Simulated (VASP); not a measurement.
Crystal: Mg.

```
Mg
1.0
     3.15550    0.00000    0.00000
    -1.57775    2.73275    0.00000
     0.00000    0.00000   10.24961
Mg
4
Direct
  0.66667 0.33333 0.75000
  0.00000 0.00000 0.50000
  0.33333 0.66667 0.25000
  0.00000 0.00000 0.00000
```

Base run:

- Program: VASP 6.6.1
- Functional: PBEsol
- Potentials or basis: VASP PAW PBE potentials, release 64 (Mg)
- Cutoff: 520 eV
- k mesh: 10 × 10 × 3
- Occupations: fermi-dirac, width 0.05 eV
- Spin: no spin polarisation

Its results: band gap on the k mesh zero (band 4 reaches 3.43 eV, above the bottom of band 5 at 1.55 eV); pressure 0.9 GPa.

The run is repeated on the same cell with these changes: functional from PBEsol to PBE; further incar settings from ALGO = Fast; EDIFF = 1e-06; NBANDS = 12 to ALGO = Normal; EDIFF = 1e-06; NBANDS = 12. What comes out?

Band gap on the k mesh zero (band 4 reaches 3.47 eV, above the bottom of band 5 at 1.59 eV); pressure 1.6 GPa.

Caveats: the PAW data sets were made with another functional, which shifts forces and pressure a little (some runs).
